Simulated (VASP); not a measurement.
# B12HN12 (a cell with a defect) in VASP: further runs

The runs below take B12HN12 (a cell with a defect) through single point, with PBE+D3(BJ).

All numbers are computed with VASP 6.6.1; they aren't measurements. Logs are shortened: lines on timing, memory, paths and dates and some standing lists are left out, and cuts for length are marked.

**1. The cell of the first run**

The cell holds a defect, 25 atoms: a = 6.642 Å, b = 6.642 Å, c = 6.642 Å, α = 98.45°, β = 111.01°, γ = 119.63°.

**2. Single point, PBE+D3(BJ)**

INCAR

```
SYSTEM = B12HN12
PREC = Accurate ; ENCUT = 520
EDIFF = 1E-6 ; ISMEAR = 0
SIGMA = 0.02 ; LREAL = Auto
LASPH = .TRUE. ; NELM = 80
ALGO = Normal ; ISIF = 2
LWAVE = .FALSE. ; LCHARG = .FALSE.
GGA = PE ; IVDW = 12
NBANDS = 66 ; NELECT = 96.0
```

KPOINTS

```
Automatic mesh
0
Gamma
  2 2 2
  0.5 0.5 0.5
```

POSCAR

```
B12HN12
1.0
   -3.7615274009     -3.3394822066     -4.3376638254
    3.7615274009     -3.3394822066      4.3376638254
   -3.7615274009      3.3394822066      4.3376638254
B N H
12 12 1
Direct
    0.1632873325      0.7457289717      0.9167061190
    1.0107392557     -0.0002487501      0.0037077795
    0.3333346895      0.4998141763      0.8310042220
    0.8452322925      0.2685592166      0.0900247128
    0.6547272805      0.4889012052      0.1668842486
    0.1697270578      0.2529181684      0.4167976131
    0.4920496076      0.7430622641      0.2493758215
    0.3313782846     -0.0034779705      0.3334329083
    0.9985079283      0.5003876675      0.5001545355
    0.8313351212      0.7480843302      0.5824819641
    0.6820615470      0.0174675716      0.6583904056
    0.5038224649      0.2537993813      0.7495113075
    0.1634744425      0.0789596521      0.2502835151
    1.0038524782      0.3378295833      0.3337018443
    0.3270546366      0.8269257036      0.1662829081
    0.8256157412      0.5767563576      0.4161093202
    0.6706758983      0.8377948797      0.4994969935
    0.1676531566      0.5841114884      0.7495661006
    0.5087914315      0.0907976938      0.5834941151
    0.3370885978      0.3362182634      0.6655802142
    0.9965105402      0.8292849881      0.8330383298
    0.8895113224      0.1367538794      0.9197447959
    0.6643542068      0.3311397469      1.0000263929
    0.4801972703      0.5648213969      0.0813887387
    0.0701402793      0.2931440703     -0.0541665945
```

Potentials or basis: VASP PAW PBE potentials, release 64 (B, N, H).

Started as:

```console
$ cat potpaw_PBE.64/B/POTCAR potpaw_PBE.64/N/POTCAR potpaw_PBE.64/H/POTCAR > POTCAR
$ mpirun -np 1 vasp_std > vasp.out
```

OUTCAR:

```text
SYSTEM = B12HN12
   PREC = Accurate
   ENCUT = 520
   EDIFF = 1E-6
   ISMEAR = 0
   LREAL = Auto
   LASPH = .TRUE.
   NELM = 80
   ISIF = 2
   GGA = PE
   IVDW = 12
   NELECT = 96.0
 IVDW          = 12

 ion  position               nearest neighbor table
   1  0.163  0.746  0.917-  15 1.44  18 1.45  21 1.45
   2  0.011  1.000  0.004-  13 1.42  21 1.42  22 1.53
   3  0.333  0.500  0.831-  20 1.44  18 1.45  24 1.45
   4  0.845  0.269  0.090-  14 1.42  23 1.42  22 1.53
   5  0.655  0.489  0.167-  16 1.44  23 1.45  24 1.45
   6  0.170  0.253  0.417-  20 1.44  13 1.45  14 1.45
[... 13 lines left out ...]
  20  0.337  0.336  0.666-   6 1.44  12 1.44   3 1.44
  21  0.997  0.829  0.833-   2 1.42   1 1.45  10 1.45
  22  0.890  0.137  0.920-  25 1.06   4 1.53   2 1.53  11 1.53
  23  0.664  0.331  0.000-   4 1.42  12 1.45   5 1.45
  24  0.480  0.565  0.081-   7 1.45   5 1.45   3 1.45
  25  0.070  0.293  0.946-  22 1.06

  LATTYP: Found a body centered orthorhombic cell.
 ALAT       =     6.6789644132
 B/A-ratio  =     1.1263804291
 C/A-ratio  =     1.2989031104

  Lattice vectors:

 A1 = (  -3.7615274009,   3.3394822066,  -4.3376638254)
 A2 = (   3.7615274009,  -3.3394822066,  -4.3376638254)
 A3 = (  -3.7615274009,  -3.3394822066,   4.3376638254)

Analysis of symmetry for initial positions (statically):
=====================================================================
 Subroutine PRICEL returns:
 Original cell was already a primitive cell.

 Routine SETGRP: Setting up the symmetry group for a
 body centered orthorhombic supercell.

 Subroutine GETGRP returns: Found  1 space group operations
 (whereof  1 operations were pure point group operations)
 out of a pool of  8 trial point group operations.

The static configuration has the point symmetry C_1 .

Analysis of symmetry for dynamics (positions and initial velocities):
=====================================================================
 Subroutine PRICEL returns:
 Original cell was already a primitive cell.

 Routine SETGRP: Setting up the symmetry group for a
 body centered orthorhombic supercell.

 Subroutine GETGRP returns: Found  1 space group operations
 (whereof  1 operations were pure point group operations)
 out of a pool of  8 trial point group operations.

The dynamic configuration has the point symmetry C_1 .

 Subroutine INISYM returns: Found  1 space group operations
 (whereof  1 operations are pure point group operations),
 and found     1 'primitive' translations

----------------------------------------------------------------------------------------

                                     Primitive cell

  volume of cell :     217.9512

  direct lattice vectors                    reciprocal lattice vectors
    -3.761527401 -3.339482207 -4.337663825    -0.132924726 -0.149723810  0.000000000
     3.761527401 -3.339482207  4.337663825     0.000000000 -0.149723810  0.115269422
    -3.761527401  3.339482207  4.337663825    -0.132924726  0.000000000  0.115269422

  length of vectors
     6.642029604  6.642029604  6.642029604     0.200215389  0.188955706  0.175943236

  position of ions in fractional coordinates (direct lattice)
     0.163287332  0.745728972  0.916706119
     0.010739256  0.999751250  0.003707779
     0.333334689  0.499814176  0.831004222
     0.845232293  0.268559217  0.090024713
     0.654727280  0.488901205  0.166884249
     0.169727058  0.252918168  0.416797613
[... 17 lines left out ...]
     0.480197270  0.564821397  0.081388739
     0.070140279  0.293144070  0.945833405

  ion indices of the primitive-cell ions
   primitive index   ion index
                 1           1
                 2           2
                 3           3
                 4           4
                 5           5
                 6           6
[... 17 lines left out ...]
                24          24
                25          25

----------------------------------------------------------------------------------------

 KPOINTS: Automatic mesh

Automatic generation of k-mesh.
 Grid dimensions read from file:
 generate k-points for:    2    2    2

 Generating k-lattice:

  Cartesian coordinates                     Fractional coordinates (reciprocal lattice)
    -0.066462363 -0.074861905  0.000000000     0.500000000 -0.000000000  0.000000000
     0.000000000 -0.074861905  0.057634711    -0.000000000  0.500000000  0.000000000
    -0.066462363  0.000000000  0.057634711     0.000000000  0.000000000  0.500000000

  Length of vectors
     0.100107695  0.094477853  0.087971618

  Shift w.r.t. Gamma in fractional coordinates (k-lattice)
     0.500000000  0.500000000  0.500000000

 Subroutine IBZKPT returns following result:
 ===========================================

 Found      4 irreducible k-points:

 Following reciprocal coordinates:
            Coordinates               Weight
  0.250000  0.250000  0.250000      2.000000
 -0.250000  0.250000  0.250000      2.000000
  0.250000 -0.250000  0.250000      2.000000
 -0.250000 -0.250000  0.250000      2.000000
   k-points           NKPTS =      4   k-points in BZ     NKDIM =      4   number of bands    NBANDS=     66
   number of dos      NEDOS =    301   number of ions     NIONS =     25
   total plane-waves  NPLWV = 125000
   dimension x,y,z NGX =    50 NGY =   50 NGZ =   50
   dimension x,y,z NGXF=   100 NGYF=  100 NGZF=  100
   ions per type =              12  12   1
   NGX,Y,Z   is equivalent  to a cutoff of  12.51, 12.51, 12.51 a.u.
   NGXF,Y,Z  is equivalent  to a cutoff of  25.03, 25.03, 25.03 a.u.
 SYSTEM =  B12HN12
   PREC   = accura    normal or accurate (medium, high low for compatibility)
   ISTART =      0    job   : 0-new  1-cont  2-samecut
   ICHARG =      2    charge: 1-file 2-atom 10-const
   ISPIN  =      1    spin polarized calculation?
   LNONCOLLINEAR =      F non collinear calculations
   LSORBIT =      F    spin-orbit coupling
   LASPH  =      T    aspherical Exc in radial PAW
   ENCUT  =  520.0 eV  38.22 Ry    6.18 a.u.  12.35 12.35 12.35*2*pi/ulx,y,z
   NELM   =     80;   NELMIN=  2; NELMDL= -5     # of ELM steps
   EDIFF  = 0.1E-05   stopping-criterion for ELM
   LREAL  =      T    real-space projection
   EDIFFG = 0.1E-04   stopping-criterion for IOM
   NSW    =      0    number of steps for IOM
   IBRION =     -1    ionic relax: 0-MD 1-quasi-New 2-CG
   NFREE  =      0    steps in history (QN), initial steepest desc. (CG)
   ISIF   =      2    stress and relaxation
   ISYM   =      2    0-nonsym 1-usesym 2-fastsym
   POTIM  = 0.5000    time-step for ionic-motion
   TEBEG  =    0.0;   TEEND  =   0.0 temperature during run
   PSTRESS=    0.0 pullay stress
   NELECT =      96.0000    total number of electrons
   NUPDOWN=      -1.0000    fix difference up-down
   EMIN   =  10.00;   EMAX   =-10.00  energy-range for DOS
   EFERMI =   0.00;   METHOD = LEGACY
   ISMEAR =     0;   SIGMA  =   0.02  broadening in eV -4-tet -1-fermi 0-gaus
   EFERMI_NEDOS =   21; number of points for ismear=-14 and -15
   IALGO  =     38    algorithm
   IMIX   =      4    mixing-type and parameters
     AMIX     =   0.40;   BMIX     =  1.00
     AMIX_MAG =   1.60;   BMIX_MAG =  1.00
  volume/ion in A,a.u.               =       8.72        58.83
  Fermi-wavevector in a.u.,A,eV,Ry     =   1.245601  2.353844 21.109725  1.551521
  Thomas-Fermi vector in A             =   2.379816
   LORBIT       =      0    0 simple, 1 ext, 2 COOP (PROOUT), +10 PAW based schemes
   GGA     = PE    functional components
   LHFCALC =     F    Hartree Fock is set to
   AEXX    =    0.0000 exact exchange contribution
   IVDW    =    12    specifies the selected vdW correction
   LEPSILON=     F    determine dielectric tensor
   LRPA    =     F    only Hartree local field effects (RPA)
 non-spin polarized calculation
 Gauss-broadening in eV      SIGMA  =   0.02
  energy-cutoff  :      520.00
  volume of cell :      217.95
 maximum number of plane-waves:      5886
 NGX is ok and might be reduce to    50
   NGX = 25   NGY = 25   NGZ = 25

 number of electron      96.0000000 magnetization

 Free energy of the ion-electron system (eV)
  ---------------------------------------------------
  ext. energy  EPLUGINS =         0.00000000
  ---------------------------------------------------
  free energy    TOTEN  =      -217.32283365 eV

  energy without entropy =     -217.32283365  energy(sigma->0) =     -217.32283365

 E-fermi :   2.4942     XC(G=0): -10.0236

 val. band max:        2.3248654287   @ k =  -0.2500  -0.2500   0.2500
 cond. band min:       6.2123847686   @ k =   0.2500  -0.2500   0.2500
 fundamental gap:      3.8875193399
 Fermi energy:         2.4942268142

 k-point     1 :       0.2500    0.2500    0.2500
  band No.  band energies     occupation
      1     -15.5982      2.00000
      2     -14.6186      2.00000
      3     -14.5771      2.00000
      4     -14.5607      2.00000
      5     -13.4450      2.00000
      6     -12.6594      2.00000
[... 52 lines left out ...]
     59      10.5464      0.00000
     60      10.6166      0.00000

 k-point     2 :      -0.2500    0.2500    0.2500
  band No.  band energies     occupation
      1     -15.7062      2.00000
      2     -14.9187      2.00000
      3     -14.2585      2.00000
      4     -13.6889      2.00000
      5     -13.4842      2.00000
      6     -13.4514      2.00000
[... 52 lines left out ...]
     59      10.0274      0.00000
     60      10.2531      0.00000

 k-point     3 :       0.2500   -0.2500    0.2500
  band No.  band energies     occupation
      1     -15.6562      2.00000
      2     -14.8529      2.00000
      3     -14.3093      2.00000
      4     -13.9180      2.00000
      5     -13.7650      2.00000
      6     -13.6698      2.00000
[... 52 lines left out ...]
     59      10.2869      0.00000
     60      10.7668      0.00000

 k-point     4 :      -0.2500   -0.2500    0.2500
  band No.  band energies     occupation
      1     -15.7445      2.00000
      2     -14.7294      2.00000
      3     -14.1560      2.00000
      4     -13.9183      2.00000
      5     -13.8218      2.00000
      6     -13.2655      2.00000
[... 52 lines left out ...]
     59      10.4764      0.00000
     60      10.5122      0.00000
 [bands above 60 left out]

------------------------ aborting loop because EDIFF is reached ----------------------------------------

 Edisp (eV)   -3.49088

 E8    (eV) :    -1.0157

  FORCE on cell =-STRESS in cart. coord.  units (eV):
  Direction    XX          YY          ZZ          XY          YZ          ZX
  --------------------------------------------------------------------------------------
  -------------------------------------------------------------------------------------
  Total      -5.29921    -7.72861    -5.01600    -0.83469     0.15146     0.06831
  in kB     -38.95490   -56.81363   -36.87303    -6.13587     1.11342     0.50216
  external pressure =      -44.21 kB  Pullay stress =        0.00 kB

 VOLUME and BASIS-vectors are now :
 -----------------------------------------------------------------------------
  energy-cutoff  :      520.00
  volume of cell :      217.95
      direct lattice vectors                 reciprocal lattice vectors
    -3.761527401 -3.339482207 -4.337663825    -0.132924726 -0.149723810  0.000000000
     3.761527401 -3.339482207  4.337663825     0.000000000 -0.149723810  0.115269422
    -3.761527401  3.339482207  4.337663825    -0.132924726  0.000000000  0.115269422

 POSITION                                       TOTAL-FORCE (eV/Angst)
 -----------------------------------------------------------------------------------
     -1.25734      0.02568      6.50280        -0.017188     -0.014362     -0.005357
      3.70625     -3.36213      4.30608        -0.026778      0.027952     -0.016013
     -2.49963     -0.00716      4.32675        -0.025910     -0.063651      0.001043
     -2.50780     -3.41885     -2.11092        -0.009682      0.067182      0.025447
     -1.25150     -3.26182      0.00459        -0.020095     -0.097356      0.012753
     -1.25487     -0.01953      2.16878        -0.016955      0.021560      0.001724
[... 17 lines left out ...]
      0.01217     -3.21802      0.72011        -0.034736     -0.209279     -0.005405
     -2.71894      1.94541      5.07002         0.277953      0.060845      0.008653
 -----------------------------------------------------------------------------------
    total drift:                               -0.003808     -0.000776     -0.003483

  FREE ENERGIE OF THE ION-ELECTRON SYSTEM (eV)
  ---------------------------------------------------
  free  energy   TOTEN  =      -220.8137099533 eV

  energy  without entropy=     -220.8137099533  energy(sigma->0) =     -220.81370995
```

It took 3.6 min on 1 thread of AMD EPYC 7R43 (Zen 3), shared host; peak memory 0.31 GiB.

Results:

```yaml
Free_energy: -220.8137 eV
Largest_force: 0.285 eV/Å
Dispersion_energy_per_atom: -0.140 eV
```

Forces in eV/Å, atoms in the order of the input:
```
B   -0.017 -0.014 -0.005
B   -0.027  0.028 -0.016
B   -0.026 -0.064  0.001
B   -0.010  0.067  0.025
B   -0.020 -0.097  0.013
B   -0.017  0.022  0.002
B   -0.007 -0.082 -0.007
B   -0.006  0.008 -0.004
B   -0.025  0.015  0.005
B   -0.013 -0.013 -0.002
B    0.007  0.095 -0.004
B   -0.007  0.001  0.006
N    0.000 -0.001  0.009
N   -0.016  0.028 -0.006
N   -0.014 -0.006  0.000
N   -0.025 -0.033 -0.002
N   -0.019  0.013 -0.003
N   -0.023  0.018 -0.003
N   -0.002  0.037  0.002
N   -0.013 -0.003 -0.003
N   -0.009  0.006  0.005
N    0.054  0.139 -0.010
N   -0.008 -0.014 -0.007
N   -0.035 -0.209 -0.005
H    0.278  0.061  0.009
```

Caveat: the k points lie up to 0.59 Å⁻¹ apart; the cell carries a net charge on a neutralising background, which shifts energy and pressure; the cell is charged against a uniform background, so pressure and absolute levels hang on convention.

**3. Single point, PBE+D3(BJ)**

INCAR

```
SYSTEM = B12HN12
  PREC = Accurate
  ENCUT = 520
  EDIFF = 1E-6
  ISMEAR = 0
  SIGMA = 0.02
  LREAL = Auto
  LASPH = .True.
  NELM = 80
  ALGO = Normal
  ISIF = 2
  LWAVE = .False.
  LCHARG = .False.
  GGA = PE
  IVDW = 12
  NELECT = 96.0
  NBANDS = 66
```

KPOINTS is that of step 2.

POSCAR

```
B12HN12
1.0
   -3.7615274009     -3.3394822066     -4.3376638254
    3.7615274009     -3.3394822066      4.3376638254
   -3.7615274009      3.3394822066      4.3376638254
B N H
12 12 1
Direct
    0.1619091571      0.7449576611      0.9162841464
    1.0113858928      0.0009559189      0.0036477114
    0.3262282282      0.4942664857      0.8292879933
    0.8507712485      0.2727660407      0.0888169983
    0.6437525207      0.4776407950      0.1656840761
    0.1709739699      0.2544565774      0.4166624216
    0.4844408184      0.7364349748      0.2502621473
    0.3327610001     -0.0025161582      0.3344499849
    0.9988611810      0.5015181189      0.4989453071
    0.8296021515      0.7467874477      0.5819144697
    0.6929930276      0.0267044016      0.6613398791
    0.5039880492      0.2537195276      0.7495266677
    0.1638816675      0.0790784653      0.2506304836
    1.0069658283      0.3411229284      0.3332422056
    0.3250348615      0.8252750700      0.1662468952
    0.8207198956      0.5727898659      0.4147502420
    0.6714202828      0.8389847146      0.4996587825
    0.1680218046      0.5855399280      0.7486280336
    0.5136134779      0.0945201086      0.5846589892
    0.3362303734      0.3356383356      0.6656809234
    0.9959161082      0.8291744851      0.8325654666
    0.9034383220      0.1478283985      0.9227923123
    0.6624404113      0.3286950862      0.9998086984
    0.4569427508      0.5432561871      0.0799862193
    0.1116024127      0.3055297351     -0.0252708682
```

Potentials or basis: VASP PAW PBE potentials, release 64 (B, N, H).

Started as:

```console
$ cat potpaw_PBE.64/B/POTCAR potpaw_PBE.64/N/POTCAR potpaw_PBE.64/H/POTCAR > POTCAR
$ mpirun -np 1 vasp_std > vasp.out
```

It took 3.8 min on 1 thread of AMD EPYC 7R43 (Zen 3), shared host; peak memory 0.31 GiB.

Results (log left out):

- Free energy: -220.5734 eV
- Largest force: 1.116 eV/Å
- Dispersion energy per atom: -0.140 eV

Forces in eV/Å, atoms in the order of the input:
```
B   -0.031 -0.002 -0.018
B   -0.116  0.075 -0.068
B   -0.100 -0.058  0.036
B   -0.018  0.038  0.109
B   -0.007 -0.156  0.043
B   -0.043  0.018  0.008
B   -0.004 -0.108 -0.055
B   -0.029  0.017 -0.027
B   -0.043  0.035  0.019
B   -0.012 -0.018 -0.007
B    0.055 -0.023 -0.044
B   -0.012 -0.014  0.018
N   -0.017  0.012  0.019
N   -0.029  0.020 -0.001
N   -0.038  0.011 -0.002
N   -0.056 -0.031  0.001
N   -0.049  0.000  0.008
N   -0.051  0.035 -0.010
N   -0.027  0.005 -0.003
N   -0.014  0.015 -0.007
N   -0.020  0.022  0.014
N    0.004 -0.088  0.010
N   -0.019 -0.017 -0.040
N   -0.133 -0.557 -0.016
H    0.810  0.767  0.012
```

Levels at points of the mesh, in eV from the Fermi level:
```csv
k point,band 44,band 45,band 46,band 47,band 48,band 49,band 50,band 51,band 52,band 53
"(0.25, 0.25, 0.25)",-1.60,-1.37,-1.17,-1.07,-1.03,4.15,4.80,5.06,5.15,5.53
```

Caveat: the k points lie up to 0.59 Å⁻¹ apart; the cell carries a net charge on a neutralising background, which shifts energy and pressure; the cell is charged against a uniform background, so pressure and absolute levels hang on convention.

(Part 1 of 2 ends here.)
